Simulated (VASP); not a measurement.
A run of VASP 6.6.1 is set up as follows.

File INCAR:

```
SYSTEM = ZnSe
ALGO = Normal
EDIFF = 1E-7
ENCUT = 520
GGA = PE
ISIF = 2
ISMEAR = -1
LASPH = .True.
LCHARG = .False.
LREAL = .False.
LWAVE = .False.
NBANDS = 16
NELM = 100
PREC = Accurate
SIGMA = 0.08
```

KPOINTS

```
k-points
0
Gamma
  13 13 13
  0 0 0
```

File POSCAR:

```
ZnSe
1.0
    0.0000000000      2.6836815010      2.6836815010
    2.6836815010      0.0000000000      2.6836815010
    2.6836815010      2.6836815010      0.0000000000
Zn Se
1 1
Direct
    0.0000000000      0.0000000000      0.0000000000
    0.5000000000      0.5000000000      0.5000000000
```

Potentials or basis: VASP PAW PBE potentials, release 64 (Zn, Se).

Launch:

```bash
$ cat potpaw_PBE.64/Zn/POTCAR potpaw_PBE.64/Se/POTCAR > POTCAR
$ mpirun -np 1 vasp_std > vasp.out
```

(1) What does it give for the band gap on the k mesh?

(2) Predict the pressure.

Answers

(1) zero (band 9 reaches 3.12 eV, above the bottom of band 10 at 2.17 eV).

(2) 0.2 GPa.
